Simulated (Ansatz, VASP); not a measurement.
# BN in VASP and in Ansatz

The input POSCAR:

```
BN
1.0
    2.5009391346      0.0000000000      0.0000000000
   -1.2504695673      2.1658768239      0.0000000000
    0.0000000000      0.0000000000      6.8721413324
B N
2 2
Direct
    0.3333333333      0.6666666667      0.2500000000
    0.6666666667      0.3333333333      0.7500000000
    0.3333333333      0.6666666667      0.7500000000
    0.6666666667      0.3333333333      0.2500000000
```

File INCAR.step1:

```
ALGO = Normal
EDIFF = 1E-4
ENCUT = 520
GGA = PE
ISMEAR = 0
LASPH = True
LCHARG = False
LREAL = False
LWAVE = True
NBANDS = 16
NELM = 60
PREC = Accurate
SIGMA = 0.02
```

INCAR.step2

```
ALGO = Normal
EDIFF = 1E-7
ENCUT = 520
ISIF = 2
ISMEAR = 0
ISTART = 1
LASPH = True
LCHARG = False
LMIXTAU = True
LREAL = False
LWAVE = False
METAGGA = R2SCAN
NBANDS = 16
NELM = 60
PREC = Accurate
SIGMA = 0.02
```

KPOINTS

```
k-points
0
Gamma
  12 12 4
```

Input for Ansatz:

```yaml
crystal:
  lattice:
    - [2.5009391346, 0.0, 0.0]
    - [-1.2504695673, 2.1658768239, 0.0]
    - [0.0, 0.0, 6.8721413324]
  atoms:
    - { symbol: B, position: [0.3333333333, 0.6666666667, 0.25] }
    - { symbol: B, position: [0.6666666667, 0.3333333333, 0.75] }
    - { symbol: "N", position: [0.3333333333, 0.6666666667, 0.75] }
    - { symbol: "N", position: [0.6666666667, 0.3333333333, 0.25] }
basis:
  ecutwfc: 500
kpoints:
  mp_grid: { grid: [12, 12, 4] }
hamiltonian:
  xc: r2scan
scf:
  occupations: { method: gaussian, width: 0.02 }
output:
  forces: false
  stress: false
  eigenvalues: true
  eigenstates:
    kpoints:
      - [0.333333, 0.333333, 0.5]
      - [0.341293737, 0.329352632, 0.5]
      - [0.325372263, 0.337313368, 0.5]
      - [0.333333, 0.3402272, 0.5]
      - [0.333333, 0.3264388, 0.5]
      - [0.333333, 0.333333, 0.521874705]
      - [0.333333, 0.333333, 0.478125295]
      - [0.338962091, 0.33539339, 0.5]
      - [0.327703909, 0.33127261, 0.5]
      - [0.338962091, 0.330518455, 0.515467752]
      - [0.327703909, 0.336147545, 0.484532248]
      - [0.333333, 0.338207936, 0.515467752]
      - [0.333333, 0.328458064, 0.484532248]
      - [0.337929133, 0.335015302, 0.512629367]
      - [0.328736867, 0.331650698, 0.487370633]
      - [0.0, 0.5, 0.0]
      - [0.007960737, 0.496019632, 0.0]
      - [-0.007960737, 0.503980368, 0.0]
      - [0.0, 0.5068942, 0.0]
      - [0.0, 0.4931058, 0.0]
      - [0.0, 0.5, 0.021874705]
      - [0.0, 0.5, -0.021874705]
      - [0.005629091, 0.50206039, 0.0]
      - [-0.005629091, 0.49793961, 0.0]
      - [0.005629091, 0.497185455, 0.015467752]
      - [-0.005629091, 0.502814545, -0.015467752]
      - [0.0, 0.504874936, 0.015467752]
      - [0.0, 0.495125064, -0.015467752]
      - [0.004596133, 0.501682302, 0.012629367]
      - [-0.004596133, 0.498317698, -0.012629367]
    e_range: [-6.387242, 6.387242]
checkpoint:
  read: start.run
  write: ck
  compress: false
  write_wavefunctions: false
  write_every: 100000
```

Alike in both runs: task single point; functional r2SCAN; k mesh 12 × 12 × 4; occupations gaussian, width 0.02 eV; no spin polarisation.

```csv
,VASP,Ansatz
version,VASP 6.6.1,Ansatz 0.2.0
potentials or method,"VASP PAW PBE potentials, release 64 (B, N), cutoff 520 eV","scalar-relativistic, plane waves, PAW"
valence electrons in the cell,16,16
```

```tsv
	VASP	Ansatz	Ansatz less VASP
gap on the k mesh at the Fermi level (eV)	4.93	4.89	-0.039
least direct gap on the mesh (eV)	5.37	5.31	-0.061
```

VASP's potentials were made for PBE, not for r2SCAN.
